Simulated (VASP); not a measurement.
# Be3SnAu (Pm-3m) in VASP: notebook

Runs on Be3SnAu. Level: PBE. Tasks: single point, relaxation of cell and atoms.

All numbers are computed with VASP 6.6.1; they aren't measurements. Logs are shortened: lines on timing, memory, paths and dates and some standing lists are left out, and cuts for length are marked.

## 1. The cell of the first run

It takes space group Pm-3m (No. 221, cubic). The conventional cell has a = 4.560 Å, b = 4.560 Å, c = 4.560 Å, α = 90.00°, β = 90.00°, γ = 90.00°. Within 3.0 Å of Be (site symmetry 4/mmm) lie 2 Sn at 2.28 Å. Within 3.0 Å of Sn (site symmetry m-3m) lie 6 Be at 2.28 Å. Au (site symmetry m-3m) has 12 Be at 3.22 Å and 8 Sn at 3.95 Å within 4.2 Å.

## 2. Single point, PBE

INCAR

```
SYSTEM = Be3SnAu
ALGO = Normal
EDIFF = 1E-7
ENCUT = 520
GGA = PE
ISIF = 2
ISMEAR = 0
LASPH = .TRUE.
LCHARG = .TRUE.
LELF = .TRUE.
LREAL = .FALSE.
LVHAR = .TRUE.
LWAVE = .FALSE.
NBANDS = 24
NELM = 100
PREC = Accurate
SIGMA = 0.1
```

KPOINTS

```
k-points
0
G
  8 8 8
  0 0 0
```

POSCAR

```
Be3SnAu
1.0
    4.5600817010      0.0000000000      0.0000000000
    0.0000000000      4.5600817010      0.0000000000
    0.0000000000      0.0000000000      4.5600817010
Be Sn Au
3 1 1
Direct
    0.5000000000      0.0000000000      0.0000000000
    0.0000000000      0.5000000000      0.0000000000
    0.0000000000      0.0000000000      0.5000000000
    0.0000000000      0.0000000000      0.0000000000
    0.5000000000      0.5000000000      0.5000000000
```

Potentials or basis: VASP PAW PBE potentials, release 64 (Be, Sn_d, Au).

Run with:

```sh
cat potpaw_PBE.64/Be/POTCAR potpaw_PBE.64/Sn_d/POTCAR potpaw_PBE.64/Au/POTCAR > POTCAR
mpirun -np 1 vasp_std > vasp.out
```

OUTCAR:

```text
SYSTEM = Be3SnAu
   EDIFF = 1E-7
   ENCUT = 520
   GGA = PE
   ISIF = 2
   ISMEAR = 0
   LASPH = .TRUE.
   LREAL = .FALSE.
   NELM = 100
   PREC = Accurate

 ion  position               nearest neighbor table
   1  0.500  0.000  0.000-   4 2.28   4 2.28
   2  0.000  0.500  0.000-   4 2.28   4 2.28
   3  0.000  0.000  0.500-   4 2.28   4 2.28
   4  0.000  0.000  0.000-   1 2.28   2 2.28   3 2.28   3 2.28   2 2.28   1 2.28
   5  0.500  0.500  0.500-

  LATTYP: Found a simple cubic cell.
 ALAT       =     4.5600817010

  Lattice vectors:

 A1 = (   4.5600817010,   0.0000000000,   0.0000000000)
 A2 = (   0.0000000000,   4.5600817010,   0.0000000000)
 A3 = (   0.0000000000,   0.0000000000,   4.5600817010)

Analysis of symmetry for initial positions (statically):
=====================================================================
 Subroutine PRICEL returns:
 Original cell was already a primitive cell.

 Routine SETGRP: Setting up the symmetry group for a
 simple cubic supercell.

 Subroutine GETGRP returns: Found 48 space group operations
 (whereof 48 operations were pure point group operations)
 out of a pool of 48 trial point group operations.

The static configuration has the point symmetry O_h .

Analysis of symmetry for dynamics (positions and initial velocities):
=====================================================================
 Subroutine PRICEL returns:
 Original cell was already a primitive cell.

 Routine SETGRP: Setting up the symmetry group for a
 simple cubic supercell.

 Subroutine GETGRP returns: Found 48 space group operations
 (whereof 48 operations were pure point group operations)
 out of a pool of 48 trial point group operations.

The dynamic configuration has the point symmetry O_h .

 Subroutine INISYM returns: Found 48 space group operations
 (whereof 48 operations are pure point group operations),
 and found     1 'primitive' translations

----------------------------------------------------------------------------------------

                                     Primitive cell

  volume of cell :      94.8239

  direct lattice vectors                    reciprocal lattice vectors
     4.560081701  0.000000000  0.000000000     0.219294317  0.000000000  0.000000000
     0.000000000  4.560081701  0.000000000     0.000000000  0.219294317  0.000000000
[... 91 lines left out ...]
   EDIFF  = 0.1E-06   stopping-criterion for ELM
   LREAL  =      F    real-space projection
   EDIFFG = 0.1E-05   stopping-criterion for IOM
   NSW    =      0    number of steps for IOM
   IBRION =     -1    ionic relax: 0-MD 1-quasi-New 2-CG
   NFREE  =      0    steps in history (QN), initial steepest desc. (CG)
   ISIF   =      2    stress and relaxation
   ISYM   =      2    0-nonsym 1-usesym 2-fastsym
   POTIM  = 0.5000    time-step for ionic-motion
   TEBEG  =    0.0;   TEEND  =   0.0 temperature during run
   PSTRESS=    0.0 pullay stress
   NELECT =      31.0000    total number of electrons
   NUPDOWN=      -1.0000    fix difference up-down
   EMIN   =  10.00;   EMAX   =-10.00  energy-range for DOS
   EFERMI =   0.00;   METHOD = LEGACY
   ISMEAR =     0;   SIGMA  =   0.10  broadening in eV -4-tet -1-fermi 0-gaus
   EFERMI_NEDOS =   21; number of points for ismear=-14 and -15
   IALGO  =     38    algorithm
   IMIX   =      4    mixing-type and parameters
     AMIX     =   0.40;   BMIX     =  1.00
     AMIX_MAG =   1.60;   BMIX_MAG =  1.00
  volume/ion in A,a.u.               =      18.96       127.98
  Fermi-wavevector in a.u.,A,eV,Ry     =   1.127776  2.131187 17.304954  1.271878
  Thomas-Fermi vector in A             =   2.264463
   LORBIT       =      0    0 simple, 1 ext, 2 COOP (PROOUT), +10 PAW based schemes
   GGA     = PE    functional components
   LHFCALC =     F    Hartree Fock is set to
   AEXX    =    0.0000 exact exchange contribution
   IVDW    =     0    specifies the selected vdW correction
   LEPSILON=     F    determine dielectric tensor
   LRPA    =     F    only Hartree local field effects (RPA)
 non-spin polarized calculation
 Gauss-broadening in eV      SIGMA  =   0.10
  energy-cutoff  :      520.00
  volume of cell :       94.82
 maximum number of plane-waves:      2567
 NGX is ok and might be reduce to    36
   NGX = 17   NGY = 17   NGZ = 17

 number of electron      31.0000017 magnetization

 Free energy of the ion-electron system (eV)
  ---------------------------------------------------
  ext. energy  EPLUGINS =         0.00000000
  ---------------------------------------------------
  free energy    TOTEN  =       -12.66293632 eV

  energy without entropy =      -12.65404092  energy(sigma->0) =      -12.65848862

 E-fermi :   5.3296     XC(G=0):  -9.5378

 val. band max:        5.3289094907   @ k =   0.5000   0.2500   0.1250
 cond. band min:       5.3373981443   @ k =   0.3750   0.1250   0.0000
 fundamental gap:      0.0084886536
 Fermi energy:         5.3296379197

 k-point     1 :       0.0000    0.0000    0.0000
  band No.  band energies     occupation
      1     -16.7760      2.00000
      2     -16.7760      2.00000
      3     -16.5994      2.00000
      4     -16.5994      2.00000
      5     -16.5994      2.00000
      6      -5.1986      2.00000
[... 637 lines left out ...]
     23      10.8443      0.00000
     24      11.3358      0.00000

 [... further k-points ...]

------------------------ aborting loop because EDIFF is reached ----------------------------------------

  FORCE on cell =-STRESS in cart. coord.  units (eV):
  Direction    XX          YY          ZZ          XY          YZ          ZX
  --------------------------------------------------------------------------------------
  -------------------------------------------------------------------------------------
  Total       -0.0388360     -0.0388360     -0.0388360      0.0000000      0.0000000     -0.0000000
  in kB       -0.6561871     -0.6561871     -0.6561871      0.0000000      0.0000000     -0.0000000
  external PRESSURE =      -0.6561871 kB  Pullay stress =       0.0000000 kB

 VOLUME and BASIS-vectors are now :
 -----------------------------------------------------------------------------
  energy-cutoff  :      520.00
  volume of cell :       94.82
      direct lattice vectors                 reciprocal lattice vectors
     4.560081701  0.000000000  0.000000000     0.219294317  0.000000000  0.000000000
     0.000000000  4.560081701  0.000000000     0.000000000  0.219294317  0.000000000
     0.000000000  0.000000000  4.560081701     0.000000000  0.000000000  0.219294317

 POSITION                                       TOTAL-FORCE (eV/Angst)
 -----------------------------------------------------------------------------------
      2.28004      0.00000      0.00000         0.000000      0.000000      0.000000
      0.00000      2.28004      0.00000         0.000000      0.000000      0.000000
      0.00000      0.00000      2.28004         0.000000      0.000000      0.000000
      0.00000      0.00000      0.00000         0.000000      0.000000      0.000000
      2.28004      2.28004      2.28004         0.000000      0.000000      0.000000
 -----------------------------------------------------------------------------------
    total drift:                                0.000000      0.000000      0.000000

  FREE ENERGIE OF THE ION-ELECTRON SYSTEM (eV)
  ---------------------------------------------------
  free  energy   TOTEN  =       -12.6629363186 eV

  energy  without entropy=      -12.6540409203  energy(sigma->0) =      -12.65848862
```

OSZICAR:

```text
N       E                     dE             d eps       ncg     rms          rms(c)
DAV:   1     0.217465588221E+03    0.21747E+03   -0.13572E+04  1768   0.138E+03
DAV:   2     0.862631522475E+01   -0.20884E+03   -0.19438E+03  1728   0.401E+02
DAV:   3    -0.125842276617E+02   -0.21211E+02   -0.20577E+02  2144   0.103E+02
DAV:   4    -0.132738451954E+02   -0.68962E+00   -0.68903E+00  1920   0.202E+01
DAV:   5    -0.132944890332E+02   -0.20644E-01   -0.20642E-01  2392   0.352E+00    0.611E+00
DAV:   6    -0.127601786903E+02    0.53431E+00   -0.35670E+00  1912   0.114E+01    0.447E+00
DAV:   7    -0.126733125040E+02    0.86866E-01   -0.36481E-01  1824   0.453E+00    0.219E+00
DAV:   8    -0.126652431474E+02    0.80694E-02   -0.92462E-02  2064   0.240E+00    0.552E-01
DAV:   9    -0.126626619879E+02    0.25812E-02   -0.18163E-02  2056   0.102E+00    0.148E-01
DAV:  10    -0.126629283931E+02   -0.26641E-03   -0.11657E-03  1920   0.228E-01    0.322E-02
DAV:  11    -0.126629386172E+02   -0.10224E-04   -0.52528E-05  2112   0.477E-02    0.153E-02
DAV:  12    -0.126629364107E+02    0.22066E-05   -0.85413E-06  2072   0.221E-02    0.377E-03
DAV:  13    -0.126629363062E+02    0.10444E-06   -0.91474E-07  1968   0.849E-03    0.118E-03
DAV:  14    -0.126629363186E+02   -0.12360E-07   -0.56756E-08  1120   0.129E-03
   1 F= -.12662936E+02 E0= -.12658489E+02  d E =-.889540E-02
```

stdout:

```text
POSCAR found type information on POSCAR BeSnAu
 POSCAR found :  3 types and       5 ions
 scaLAPACK will be used
 LDA part: xc-table for (Slater+PW92), standard interpolation
 POSCAR, INCAR and KPOINTS ok, starting setup
 FFT: planning ... GRIDC
 FFT: planning ... GRID_SOFT
 FFT: planning ... GRID
 WAVECAR not read
 entering main loop
```

Wall time 39 s (1 thread of AMD EPYC 9R45 (Zen 5), shared host); peak memory 0.23 GiB.

Results:

```
Free energy : -12.6629 eV
Pressure    : -0.1 GPa
```

Levels at points of the mesh, in eV from the Fermi level:
| k point | band 12 | band 13 | band 14 | band 15 | band 16 | band 17 | band 18 | band 19 |
| --- | --- | --- | --- | --- | --- | --- | --- | --- |
| (0.00, 0.00, 0.00) | -3.51 | -3.51 | -3.51 | -2.83 | 0.25 | 0.25 | 2.74 | 2.74 |
| (0.50, 0.00, 0.00) | -3.35 | -2.53 | -2.53 | -0.42 | -0.41 | 0.13 | 0.71 | 0.71 |
| (0.50, 0.50, 0.00) | -3.57 | -3.36 | -3.06 | -2.92 | 1.03 | 1.84 | 1.84 | 2.28 |
| (0.50, 0.50, 0.50) | -2.59 | -2.59 | -2.59 | -2.14 | -2.14 | -2.14 | -1.95 | 4.22 |

Caveat: spin-orbit coupling is left out, which moves the levels of the heavy elements.

## 3. Relaxation of cell and atoms, PBE

INCAR

```
ALGO     = Normal         # electronic algorithm
EDIFF    = 1E-6           # SCF threshold, eV
EDIFFG   = -0.01          # ionic threshold
ENCUT    = 600            # plane-wave cutoff, eV
GGA      = PE             # functional
IBRION   = 2              # ionic algorithm
ISIF     = 3              # what is computed and relaxed
ISMEAR   = 0              # smearing method
LASPH    = T              # aspherical terms in the spheres
LCHARG   = F              # write CHGCAR
LREAL    = F              # projectors in reciprocal space
LWAVE    = F              # write WAVECAR
NELM     = 100            # most SCF steps
NSW      = 100            # ionic steps
PREC     = Accurate       # precision mode
SIGMA    = 0.1            # smearing width, eV
```

KPOINTS

```
k-points
0
Gamma
  8 8 8
```

POSCAR, as its differences from that of step 2:

```diff
@@ -2,5 +2,5 @@
 1.0
-    4.5600817010      0.0000000000      0.0000000000
-    0.0000000000      4.5600817010      0.0000000000
-    0.0000000000      0.0000000000      4.5600817010
+    4.5619462254      0.0000000000      0.0000000000
+    0.0000000000      4.5619462254      0.0000000000
+    0.0000000000      0.0000000000      4.5619462254
 Be Sn Au
```

Potentials or basis: VASP PAW PBE potentials, release 64 (Be, Sn_d, Au).

Run with:

```sh
cat potpaw_PBE.64/Be/POTCAR potpaw_PBE.64/Sn_d/POTCAR potpaw_PBE.64/Au/POTCAR > POTCAR
mpirun -np 1 vasp_std > vasp.out
```

It took 47 s on 1 thread of AMD EPYC 9R45 (Zen 5), shared host; peak memory 0.24 GiB.

Results (log left out):

| Item | Value |
| --- | --- |
| Free energy | -12.6631 eV |
| Relaxed volume | 18.96 Å³/atom |
| Relaxed cell | a = 4.559 Å, b = 4.559 Å, c = 4.559 Å, α = 90.00°, β = 90.00°, γ = 90.00° |
| Space group after relaxing (to 0.05 Å) | Pm-3m (No. 221) |
| Energy gained by relaxing | 0.0 meV/atom |
| Ionic steps | 2 |
| Pressure after relaxing | 0.0 GPa |

Final structure:
```yaml
crystal:
  lattice:
    - [4.55945, 0.00000, 0.00000]
    - [0.00000, 4.55945, 0.00000]
    - [0.00000, 0.00000, 4.55945]
  atoms:
    - { symbol: Be, position: [0.50000, 0.00000, 0.00000] }
    - { symbol: Be, position: [0.00000, 0.50000, 0.00000] }
    - { symbol: Be, position: [0.00000, 0.00000, 0.50000] }
    - { symbol: Sn, position: [0.00000, 0.00000, 0.00000] }
    - { symbol: Au, position: [0.50000, 0.50000, 0.50000] }
```

Levels at points of the mesh, in eV from the Fermi level:
| k point | band 11 | band 12 | band 13 | band 14 | band 15 | band 16 | band 17 | band 18 | band 19 |
| --- | --- | --- | --- | --- | --- | --- | --- | --- | --- |
| (0.00, 0.00, 0.00) | -3.96 | -3.51 | -3.51 | -3.51 | -2.83 | 0.25 | 0.25 | 2.74 | 2.74 |
| (0.50, 0.00, 0.00) | -3.49 | -3.35 | -2.53 | -2.53 | -0.41 | -0.41 | 0.13 | 0.71 | 0.71 |
| (0.50, 0.50, 0.00) | -3.74 | -3.57 | -3.36 | -3.06 | -2.93 | 1.03 | 1.84 | 1.84 | 2.28 |
| (0.50, 0.50, 0.50) | -3.34 | -2.59 | -2.59 | -2.59 | -2.15 | -2.15 | -2.15 | -1.95 | 4.22 |

Caveat: spin-orbit coupling is left out, which moves the levels of the heavy elements.

## 4. Single point, PBE

INCAR

```
PREC = Accurate ; ENCUT = 520
EDIFF = 1E-7 ; ISMEAR = 0
SIGMA = 0.1 ; LREAL = F
LASPH = T ; NELM = 100
ALGO = Normal ; ISIF = 2
LWAVE = F ; LCHARG = T
GGA = PE ; LELF = T
LVHAR = T ; NBANDS = 24
```

KPOINTS

```
Automatic mesh
0
Gamma
  4 4 4
```

POSCAR is that of step 3.

Run with:

```sh
cat potpaw_PBE.64/Be/POTCAR potpaw_PBE.64/Sn_d/POTCAR potpaw_PBE.64/Au/POTCAR > POTCAR
mpirun -np 1 vasp_std > vasp.out
```

It took 14 s on 1 thread of AMD EPYC 9R45 (Zen 5), shared host; peak memory 0.18 GiB.

Results (log left out):

```
Free energy : -12.7205 eV
Pressure    : 0.0 GPa
```

Levels at points of the mesh, in eV from the Fermi level:
| k point | band 11 | band 12 | band 13 | band 14 | band 15 | band 16 | band 17 | band 18 | band 19 | band 20 |
| --- | --- | --- | --- | --- | --- | --- | --- | --- | --- | --- |
| (0.00, 0.00, 0.00) | -3.96 | -3.54 | -3.54 | -3.54 | -2.85 | 0.23 | 0.23 | 2.72 | 2.72 | 2.72 |
| (0.50, 0.00, 0.00) | -3.53 | -3.39 | -2.55 | -2.55 | -0.44 | -0.42 | 0.11 | 0.70 | 0.70 | 2.45 |
| (0.50, 0.50, 0.00) | -3.77 | -3.60 | -3.40 | -3.09 | -2.93 | 1.02 | 1.82 | 1.82 | 2.26 | 2.26 |
| (0.50, 0.50, 0.50) | -3.37 | -2.62 | -2.62 | -2.62 | -2.16 | -2.16 | -2.16 | -1.98 | 4.21 | 4.21 |

Caveat: spin-orbit coupling is left out, which moves the levels of the heavy elements.

## 5. Relaxation of cell and atoms, PBE

This run uses another cell than the first one, of 11.47 Å³/atom, 0.605 times its volume.

INCAR

```
SYSTEM = Be3SnAu
PREC = Accurate
ENCUT = 600
EDIFF = 1E-6
ISMEAR = 0
SIGMA = 0.1
LREAL = .FALSE.
LASPH = .TRUE.
NELM = 100
ALGO = Normal
ISIF = 3
LWAVE = .FALSE.
LCHARG = .FALSE.
GGA = PE
IBRION = 2
NSW = 90
EDIFFG = -0.04
```

KPOINTS

```
Automatic mesh
0
G
  4 4 4
  0 0 0
```

POSCAR, as its differences from that of step 4:

```diff
@@ -2,5 +2,5 @@
 1.0
-    4.5619462254      0.0000000000      0.0000000000
-    0.0000000000      4.5619462254      0.0000000000
-    0.0000000000      0.0000000000      4.5619462254
+    3.8565322600      0.0000000000      0.0000000000
+    0.0000000000      3.8565322600      0.0000000000
+    0.0000000000      0.0000000000      3.8565322600
 Be Sn Au
```

Run with:

```sh
cat potpaw_PBE.64/Be/POTCAR potpaw_PBE.64/Sn_d/POTCAR potpaw_PBE.64/Au/POTCAR > POTCAR
mpirun -np 1 vasp_std > vasp.out
```

Run time: 34 s. Hardware: 1 thread of AMD EPYC 9R45 (Zen 5), shared host; peak memory 0.16 GiB.

The run converged. Its results:

* Free energy: -12.7121 eV
* Relaxed volume: 18.99 Å³/atom
* Relaxed cell: a = 4.562 Å, b = 4.562 Å, c = 4.562 Å, α = 90.00°, β = 90.00°, γ = 90.00°
* Space group after relaxing (to 0.05 Å): Pm-3m (No. 221)
* Energy gained by relaxing: 1155.8 meV/atom
* Ionic steps: 5
* Pressure after relaxing: 0.0 GPa

Step by step:
```
step  energy change (eV)  largest force (eV/Å)  pressure (GPa)  volume (Å³)
   1              0.0000                0.0000           76.00        57.36
   2             -5.2660                0.0000           -6.11       115.42
   3             -5.7691                0.0000            1.42        92.62
   4             -5.7773                0.0000           -0.59        95.99
   5             -5.7792                0.0000           -0.02        94.97
```

Final structure:
```
CELL_PARAMETERS angstrom
4.56249 0.00000 0.00000
0.00000 4.56249 0.00000
0.00000 0.00000 4.56249
ATOMIC_POSITIONS crystal
Be 0.50000 0.00000 0.00000
Be 0.00000 0.50000 0.00000
Be 0.00000 0.00000 0.50000
Sn 0.00000 0.00000 0.00000
Au 0.50000 0.50000 0.50000
```

Levels at points of the mesh, in eV from the Fermi level:
| k point | band 13 | band 14 | band 15 | band 16 | band 17 | band 18 |
| --- | --- | --- | --- | --- | --- | --- |
| (0.00, 0.00, 0.00) | -3.54 | -3.54 | -2.85 | 0.23 | 0.23 | 2.72 |
| (0.50, 0.00, 0.00) | -2.54 | -2.54 | -0.44 | -0.42 | 0.11 | 0.70 |
| (0.50, 0.50, 0.00) | -3.39 | -3.09 | -2.93 | 1.01 | 1.82 | 2.26 |
| (0.50, 0.50, 0.50) | -2.61 | -2.61 | -2.16 | -2.16 | -2.16 | -1.98 |

Caveat: the k points lie up to 0.34 Å⁻¹ apart in the final cell; the volume moved by over 15 % at a fixed basis, so the end points are rough; spin-orbit coupling is left out, which moves the levels of the heavy elements.

## 6. Single point, PBE

This run uses another cell than the first one, of 11.47 Å³/atom, 0.605 times its volume.

INCAR

```
SYSTEM = Be3SnAu
PREC = Accurate
ENCUT = 520
EDIFF = 1E-6
ISMEAR = 0
SIGMA = 0.1
LREAL = .FALSE.
LASPH = .TRUE.
NELM = 100
ALGO = Normal
ISIF = 2
LWAVE = .FALSE.
LCHARG = .FALSE.
GGA = PE
NBANDS = 24
```

KPOINTS is that of step 5.

POSCAR is that of step 5.

Potentials or basis: VASP PAW PBE potentials, release 64 (Be, Sn_d, Au).

Run with:

```sh
cat potpaw_PBE.64/Be/POTCAR potpaw_PBE.64/Sn_d/POTCAR potpaw_PBE.64/Au/POTCAR > POTCAR
mpirun -np 1 vasp_std > vasp.out
```

Wall time 35 s (1 thread of AMD EPYC 7R13, shared host); peak memory 0.15 GiB.

Results (log left out):

```yaml
Free_energy: -6.9327 eV
Pressure: 75.9 GPa
```

Levels at points of the mesh, in eV from the Fermi level:
```
           k point  band 13  band 14  band 15  band 16  band 17  band 18
(0.00, 0.00, 0.00)    -5.20    -5.20    -2.64     2.42     2.42     3.00
(0.50, 0.00, 0.00)    -2.89    -2.89    -0.03     0.00     0.00     1.16
(0.50, 0.50, 0.00)    -4.82    -4.31    -3.82     2.15     2.15     3.18
(0.50, 0.50, 0.50)    -4.24    -4.24    -2.78    -2.46    -2.46    -2.46
```

Caveat: the k points lie up to 0.41 Å⁻¹ apart; spin-orbit coupling is left out, which moves the levels of the heavy elements.

## 7. The runs side by side

```csv
task,cell,k mesh,cutoff (eV),gap on the mesh (eV),pressure (GPa),relaxed volume (Å³/atom)
single point,"a = 4.560 Å, 5 atoms",8 × 8 × 8,520,none,-0.1,-
relaxation of cell and atoms,"relaxed from a = 4.562 Å, 5 atoms",8 × 8 × 8,600,none,0.0,18.96
single point,"a = 4.562 Å, 5 atoms",4 × 4 × 4,520,none,0.0,-
relaxation of cell and atoms,"relaxed from a = 3.857 Å, 5 atoms",4 × 4 × 4,600,none,0.0,18.99
single point,"a = 3.857 Å, 5 atoms",4 × 4 × 4,520,none,75.9,-
```

Alike in all rows: level PBE; potentials or basis VASP PAW PBE potentials, release 64 (Be, Sn_d, Au); no spin polarisation; smearing gaussian 0.1 eV.

Caveats: some runs use coarse meshes; spin-orbit coupling is left out, which moves the levels of the heavy elements; the volume moved by over 15 % at a fixed basis, so the end points are rough (some runs).

Absolute energies hang on the potentials; compare differences alone.
